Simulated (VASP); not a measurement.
# Ba (P6/mmm) in VASP: further runs, part 2 of 2

VASP 6.6.1. Earlier steps stand in the parts before.

## Step 3: Single point, PBEsol (63.34 Å³/atom)

This run uses another cell than the first one, of 63.34 Å³/atom.

The input, INCAR:

```
SYSTEM = Ba
PREC     = Accurate       ! precision mode
ENCUT    = 520            ! plane-wave cutoff, eV
EDIFF    = 1E-6           ! SCF threshold, eV
ISMEAR   = -1             ! smearing method
SIGMA    = 0.1            ! smearing width, eV
LREAL    = .False.        ! projectors in reciprocal space
LASPH    = .True.         ! aspherical terms in the spheres
NELM     = 80             ! most SCF steps
ALGO     = Normal         ! electronic algorithm
ISIF     = 2              ! what is computed and relaxed
LWAVE    = .False.        ! write WAVECAR
LCHARG   = .False.        ! write CHGCAR
GGA      = PS             ! functional
NBANDS   = 22             ! bands
```

The input, KPOINTS:

```
regular mesh
0
Gamma
  7 7 10
  0 0 0
```

The input, POSCAR:

```
Ba
1.0
    7.1703213343      0.0000000000      0.0000000000
   -3.5851606671      6.2096804288      0.0000000000
    0.0000000000      0.0000000000      4.2678380691
Ba
3
Direct
    0.0000000000      0.0000000000      1.0000000000
    0.3333333333      0.6666666667      0.5000000000
    0.6666666667      0.3333333333      0.5000000000
```

Potentials or basis: VASP PAW PBE potentials, release 64 (Ba_sv).

On the command line:

```
cat potpaw_PBE.64/Ba_sv/POTCAR > POTCAR
mpirun -np 1 vasp_std > vasp.out
```

OUTCAR:

```text
SYSTEM = Ba
   PREC = Accurate
   ENCUT = 520
   EDIFF = 1E-6
   ISMEAR = -1
   LREAL = .False.
   LASPH = .True.
   NELM = 80
   ISIF = 2
   GGA = PS

 ion  position               nearest neighbor table
   1  0.000  0.000  0.000-   2 4.66   3 4.66   2 4.66   3 4.66   2 4.66   2 4.66   3 4.66   3 4.66
                             3 4.66   3 4.66   2 4.66   2 4.66
   2  0.333  0.667  0.500-   3 4.14   3 4.14   3 4.14   1 4.66   1 4.66   1 4.66   1 4.66   1 4.66
                             1 4.66
   3  0.667  0.333  0.500-   2 4.14   2 4.14   2 4.14   1 4.66   1 4.66   1 4.66   1 4.66   1 4.66
                             1 4.66

  LATTYP: Found a hexagonal cell.
[... 798 lines left out ...]
  --------------------------------------------------------------------------------------
  -------------------------------------------------------------------------------------
  Total       -0.6569674     -0.6569674     -0.6432792     -0.0000000      0.0000000      0.0000000
  in kB       -5.5390926     -5.5390926     -5.4236831     -0.0000000      0.0000000      0.0000000
  external PRESSURE =      -5.5006228 kB  Pullay stress =       0.0000000 kB

 VOLUME and BASIS-vectors are now :
 -----------------------------------------------------------------------------
  energy-cutoff  :      520.00
  volume of cell :      190.03
      direct lattice vectors                 reciprocal lattice vectors
     7.170321334  0.000000000  0.000000000     0.139463764  0.080519441  0.000000000
    -3.585160667  6.209680429  0.000000000     0.000000000  0.161038883  0.000000000
     0.000000000  0.000000000  4.267838069     0.000000000  0.000000000  0.234310671

 POSITION                                       TOTAL-FORCE (eV/Angst)
 -----------------------------------------------------------------------------------
      0.00000      0.00000      0.00000         0.000000      0.000000      0.000000
     -0.00000      4.13979      2.13392        -0.000000      0.000000      0.000000
      3.58516      2.06989      2.13392        -0.000000     -0.000000      0.000000
 -----------------------------------------------------------------------------------
    total drift:                                0.000000      0.000000      0.000000

  FREE ENERGIE OF THE ION-ELECTRON SYSTEM (eV)
  ---------------------------------------------------
  free  energy   TOTEN  =        -6.3539974521 eV

  energy  without entropy=       -6.1710913494  energy(sigma->0) =       -6.26254440
```

OSZICAR:

```text
N       E                     dE             d eps       ncg     rms          rms(c)
DAV:   1     0.230160990930E+03    0.23016E+03   -0.12021E+04  2112   0.112E+03
DAV:   2     0.104568276186E+02   -0.21970E+03   -0.21448E+03  2990   0.215E+02
DAV:   3    -0.559974183909E+01   -0.16057E+02   -0.15794E+02  3008   0.632E+01
DAV:   4    -0.634751748853E+01   -0.74778E+00   -0.74459E+00  3284   0.114E+01
DAV:   5    -0.635858444626E+01   -0.11067E-01   -0.11059E-01  2738   0.138E+00    0.277E+00
DAV:   6    -0.635551681202E+01    0.30676E-02   -0.14175E-02  3066   0.838E-01    0.163E+00
DAV:   7    -0.635374467247E+01    0.17721E-02   -0.15018E-02  2676   0.105E+00    0.758E-02
DAV:   8    -0.635394885333E+01   -0.20418E-03   -0.97332E-04  3344   0.135E-01    0.509E-02
DAV:   9    -0.635399157433E+01   -0.42721E-04   -0.24063E-05  2696   0.281E-02    0.141E-02
DAV:  10    -0.635399746334E+01   -0.58890E-05   -0.60324E-06  2826   0.147E-02    0.533E-03
DAV:  11    -0.635399745206E+01    0.11288E-07   -0.16503E-06  1760   0.891E-03
   1 F= -.63539975E+01 E0= -.62625444E+01  d E =-.182906E+00
```

stdout:

```text
POSCAR found type information on POSCAR Ba
 POSCAR found :  1 types and       3 ions
 scaLAPACK will be used
 -----------------------------------------------------------------------------
|                                                                             |
|                                                                             |
|     You enforced a specific xc type in the INCAR file but a different       |
|     I HOPE YOU KNOW WHAT YOU ARE DOING!                                     |
|                                                                             |
 -----------------------------------------------------------------------------

 LDA part: xc-table for (Slater+PW92), standard interpolation
 POSCAR, INCAR and KPOINTS ok, starting setup
 FFT: planning ... GRIDC
 FFT: planning ... GRID_SOFT
 FFT: planning ... GRID
 WAVECAR not read
 entering main loop
```

Run time: 4.3 min. Hardware: 1 thread of Oxide Virtual Turin-like, shared host; peak memory 0.35 GiB.

Results:

* Free energy: -6.3540 eV
* Pressure: -0.6 GPa
* Band gap on the k mesh: zero (bands 15 and 16 overlap by 0.63 eV)

Caveat: the PAW data sets were made with another functional, which shifts forces and pressure a little; spin-orbit coupling is left out, which moves the levels of the heavy elements.

## Step 4: Relaxation of cell and atoms, PBEsol

This run uses another cell than the first one, of 62.50 Å³/atom.

The input, INCAR:

```
SYSTEM = Ba
PREC = Accurate ; ENCUT = 600
EDIFF = 1E-6 ; ISMEAR = -1
SIGMA = 0.1 ; LREAL = .False.
LASPH = .True. ; NELM = 100
ALGO = Normal ; ISIF = 3
LWAVE = .False. ; LCHARG = .False.
GGA = PS ; IBRION = 2
NSW = 80 ; EDIFFG = -0.01
```

The input, KPOINTS:

```
regular mesh
0
Gamma
  5 5 7
  0 0 0
```

The input, POSCAR:

```
Ba
1.0
    7.0686539647      0.0000000000      0.0000000000
   -3.5343269823      6.1216339040      0.0000000000
    0.0000000000      0.0000000000      4.3330848804
Ba
3
Direct
    0.0000000000      0.0000000000      0.0000000000
    0.3333333333      0.6666666667      0.5000000000
    0.6666666667      0.3333333333      0.5000000000
```

Potentials or basis: VASP PAW PBE potentials, release 64 (Ba_sv).

On the command line:

```
cat potpaw_PBE.64/Ba_sv/POTCAR > POTCAR
mpirun -np 1 vasp_std > vasp.out
```

OUTCAR:

```text
SYSTEM = Ba
   PREC = Accurate
   ENCUT = 600
   EDIFF = 1E-6
   ISMEAR = -1
   LREAL = .False.
   LASPH = .True.
   NELM = 100
   ISIF = 3
   GGA = PS
   IBRION = 2
   NSW = 80
   EDIFFG = -0.01

 ion  position               nearest neighbor table
   1  0.000  0.000  0.000-   2 4.62   3 4.62   2 4.62   3 4.62   2 4.62   2 4.62   3 4.62   3 4.62
                             3 4.62   3 4.62   2 4.62   2 4.62
   2  0.333  0.667  0.500-   3 4.08   3 4.08   3 4.08   1 4.62   1 4.62   1 4.62   1 4.62   1 4.62
                             1 4.62
   3  0.667  0.333  0.500-   2 4.08   2 4.08   2 4.08   1 4.62   1 4.62   1 4.62   1 4.62   1 4.62
                             1 4.62

  LATTYP: Found a hexagonal cell.
 ALAT       =     7.0686539647
 C/A-ratio  =     0.6130000000

  Lattice vectors:

[... 182 lines left out ...]
  -------------------------------------------------------------------------------------
  Total       -0.2762243     -0.2762243     -0.9885374     -0.0000000      0.0000000      0.0000000
  in kB       -2.3603213     -2.3603213     -8.4469986     -0.0000000      0.0000000      0.0000000
  external PRESSURE =      -4.3892137 kB  Pullay stress =       0.0000000 kB
[... 172 lines left out ...]
--------------------------------------- Ionic step        6  -------------------------------------------

 number of electron      29.9999999 magnetization

 Free energy of the ion-electron system (eV)
  ---------------------------------------------------
  ext. energy  EPLUGINS =         0.00000000
  ---------------------------------------------------
  free energy    TOTEN  =        -6.37356401 eV

  energy without entropy =       -6.18900597  energy(sigma->0) =       -6.28128499

 E-fermi :   1.7612     XC(G=0):  -7.7122

 val. band max:        1.7609644288   @ k =   0.4000   0.2000   0.4286
 cond. band min:       1.7702279616   @ k =   0.2000   0.0000   0.4286
 fundamental gap:      0.0092635328
 Fermi energy:         1.7612302026

 k-point     1 :       0.0000    0.0000    0.0000
  band No.  band energies     occupation
      1     -27.0382      2.00000
      2     -26.9655      2.00000
      3     -26.8933      2.00000
      4     -12.4105      2.00000
      5     -12.4105      2.00000
      6     -12.1971      2.00000
[... 459 lines left out ...]
  FREE ENERGIE OF THE ION-ELECTRON SYSTEM (eV)
  ---------------------------------------------------
  free  energy   TOTEN  =        -6.3735640142 eV

  energy  without entropy=       -6.1890059743  energy(sigma->0) =       -6.28128499

 reached required accuracy - stopping structural energy minimisation
```

OSZICAR:

```text
N       E                     dE             d eps       ncg     rms          rms(c)
DAV:   1     0.252539454725E+03    0.25254E+03   -0.13007E+04   760   0.144E+03
[... 46 lines left out ...]
   5 F= -.63735239E+01 E0= -.62812173E+01  d E =-.216096E-01
       N       E                     dE             d eps       ncg     rms          rms(c)
DAV:   1    -0.637381520892E+01   -0.29100E-03   -0.11853E-02   763   0.690E-01    0.670E-02
DAV:   2    -0.637363593223E+01    0.17928E-03   -0.38305E-04   928   0.117E-01    0.361E-02
DAV:   3    -0.637356376874E+01    0.72163E-04   -0.30295E-04   922   0.103E-01    0.837E-03
DAV:   4    -0.637356449378E+01   -0.72504E-06   -0.18019E-05  1118   0.184E-02    0.581E-03
DAV:   5    -0.637356401423E+01    0.47955E-06   -0.34706E-07   455   0.413E-03
   6 F= -.63735640E+01 E0= -.62812850E+01  d E =-.401285E-04
```

Run time: 8.2 min. Hardware: 1 thread of Oxide Virtual Turin-like, shared host; peak memory 0.34 GiB.

What came out:

| Quantity | Value |
| --- | --- |
| Free energy | -6.3736 eV |
| Relaxed volume | 59.11 Å³/atom |
| Relaxed cell | a = 7.002 Å, b = 7.002 Å, c = 4.176 Å, α = 90.00°, β = 90.00°, γ = 120.00° |
| Space group after relaxing (to 0.1 Å) | P6/mmm (No. 191) |
| Energy gained by relaxing | 7.2 meV/atom |
| Ionic steps | 6 |
| Pressure after relaxing | 0.0 GPa |
| Band gap on the k mesh | zero (bands 15 and 16 overlap by 0.66 eV) |

The path:
```tsv
step	energy change (eV)	largest force (eV/Å)	pressure (GPa)	volume (Å³)
1	0.0000	0.0000	-0.44	187.50
2	-0.0145	0.0000	-0.26	182.88
3	-0.0215	0.0000	-0.02	177.58
4	-0.0216	0.0000	0.02	176.95
5	-0.0216	0.0000	0.01	177.16
6	-0.0216	0.0000	0.00	177.32
```

Final structure:
```
Ba
1.0
     7.00234    0.00000    0.00000
    -3.50117    6.06420    0.00000
     0.00000    0.00000    4.17576
Ba
3
Direct
  0.00000 0.00000 0.00000
  0.33333 0.66667 0.50000
  0.66667 0.33333 0.50000
```

Caveat: the PAW data sets were made with another functional, which shifts forces and pressure a little; spin-orbit coupling is left out, which moves the levels of the heavy elements.

## Step 5: Summary

```tsv
task	cell	k mesh	cutoff (eV)	gap on the mesh (eV)	pressure (GPa)
single point	a = 7.081, b = 7.081, c = 4.214 Å, angles 90.0, 90.0, 120.0°, 3 atoms	7 × 7 × 10	520	none	-0.3
single point	a = 7.170, b = 7.170, c = 4.268 Å, angles 90.0, 90.0, 120.0°, 3 atoms	7 × 7 × 10	520	none	-0.6
relaxation of cell and atoms	relaxed from a = 7.069, b = 7.069, c = 4.333 Å, angles 90.0, 90.0, 120.0°, 3 atoms	5 × 5 × 7	600	none	0.0
```

Alike in all rows: level PBEsol; potentials or basis VASP PAW PBE potentials, release 64 (Ba_sv); no spin polarisation; smearing fermi-dirac 0.1 eV.

Caveats: the PAW data sets were made with another functional, which shifts forces and pressure a little; spin-orbit coupling is left out, which moves the levels of the heavy elements.

Absolute energies hang on the potentials; compare differences alone.

The gap in the log of VASP goes by the Fermi energy; the results here count the filled bands.